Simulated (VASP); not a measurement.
Input of a VASP 6.6.1 run:

File INCAR:

```
ALGO = Normal ; EDIFF = 1E-6
ENCUT = 520 ; GGA = PE
ISIF = 2 ; ISMEAR = 0
LASPH = T ; LCHARG = F
LREAL = F ; LWAVE = F
NBANDS = 17 ; NELM = 80
PREC = Accurate ; SIGMA = 0.1
```

Contents of KPOINTS:

```
k-points
0
Gamma
  16 16 10
```

File POSCAR:

```
Hf
1.0
    3.0452365363      0.0000000000      0.0000000000
   -1.5226182681      2.6372522010      0.0000000000
    0.0000000000      0.0000000000      4.8481803252
Hf
2
Direct
    0.3333333333      0.6666666667      0.2500000000
    0.6666666667      0.3333333333      0.7500000000
```

Potentials or basis: VASP PAW PBE potentials, release 64 (Hf_pv).

The run is started by

```sh
$ cat potpaw_PBE.64/Hf_pv/POTCAR > POTCAR
$ mpirun -np 1 vasp_std > vasp.out
```

(1) Estimate the pressure.

(2) Predict the band gap on the k mesh.

## Answers

(1) 19.5 GPa.

(2) zero (band 10 reaches 7.14 eV, above the bottom of band 11 at 5.47 eV).

Caveat: spin-orbit coupling is left out, which moves the levels of the heavy elements.
